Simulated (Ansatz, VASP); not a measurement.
# LiH: VASP beside Ansatz

File POSCAR:

```
LiH
1.0
    3.2558279323      0.0000000000      0.0000000000
   -1.6279139661      2.8196296997      0.0000000000
    0.0000000000      0.0000000000      4.0684430705
Li H
2 2
Direct
    0.3333333333      0.6666666667     -0.0625093483
    0.6666666667      0.3333333333      0.4374906517
    0.3333333333      0.6666666667      0.4375093483
    0.6666666667      0.3333333333      0.9375093483
```

Contents of INCAR.step1:

```
  PREC = Accurate
  ENCUT = 520
  EDIFF = 1E-5
  ISMEAR = 0
  SIGMA = 0.01
  LREAL = F
  LASPH = T
  NELM = 100
  ALGO = Normal
  ISIF = 2
  LWAVE = T
  LCHARG = F
  GGA = PE
  NBANDS = 12
```

INCAR.step2

```
  PREC = Accurate
  ENCUT = 520
  EDIFF = 1E-7
  ISMEAR = 0
  SIGMA = 0.01
  LREAL = F
  LASPH = T
  NELM = 100
  ALGO = Normal
  ISIF = 2
  LWAVE = F
  LCHARG = F
  METAGGA = R2SCAN
  LHFCALC = T
  AEXX = 0.25
  LMIXTAU = T
  PRECFOCK = Normal
  ISTART = 1
  NBANDS = 12
```

Contents of KPOINTS:

```
Automatic mesh
0
Gamma
  6 6 4
```

Input for Ansatz:

```yaml
crystal:
  lattice:
    - [3.2558279323, 0.0, 0.0]
    - [-1.6279139661, 2.8196296997, 0.0]
    - [0.0, 0.0, 4.0684430705]
  atoms:
    - { symbol: Li, position: [0.3333333333, 0.6666666667, -0.0625093483] }
    - { symbol: Li, position: [0.6666666667, 0.3333333333, 0.4374906517] }
    - { symbol: H, position: [0.3333333333, 0.6666666667, 0.4375093483] }
    - { symbol: H, position: [0.6666666667, 0.3333333333, 0.9375093483] }
kpoints:
  mp_grid: { grid: [6, 6, 4] }
  band_path:
    path:
      - [0.0, 0.0, 0.0]
      - [0.5, 0.0, 0.0]
      - [0.3333333333, 0.3333333333, 0.0]
      - [0.0, 0.0, 0.5]
      - [0.5, 0.0, 0.5]
      - [0.3333333333, 0.3333333333, 0.5]
    npoints: 1
hamiltonian:
  xc: r2scan0
scf:
  occupations: { method: fixed }
  n_extra_bands: 5
output:
  forces: true
  stress: true
  eigenvalues: true
```

Alike in both runs: task single point; functional r2SCAN0; k mesh 6 × 6 × 4; no spin polarisation.

|  | VASP | Ansatz |
| --- | --- | --- |
| version | VASP 6.6.1 | Ansatz 0.2.0 |
| potentials or method | VASP PAW PBE potentials, release 64 (Li_sv, H) | plane waves, PAW |
| plane-wave cutoff (eV) | 520 | 500 |
| occupations | gaussian, width 0.01 eV | fixed |
| valence electrons in the cell | 8 | 8 |

Ansatz gave:

| Property | Result |
| --- | --- |
| gap on the k mesh at the Fermi level (eV) | 3.77 |
| rms of the force components (eV/Å) | 0.000 |

**Question.** What did VASP give for the same quantities?

**Answer.** gap on the k mesh at the Fermi level (eV): 3.77; rms of the force components (eV/Å): 0.015.

VASP's potentials were made for PBE, not for r2SCAN0. Atom by atom the forces differ by 0.015 eV/Å (rms over components). Ansatz's warnings: stress exchange threshold loose, stress scf threshold loose, structure snapped to symmetry.

Noted on VASP's run: the cutoff is under 1.25 times that of the potentials, so the pressure is a little rough.
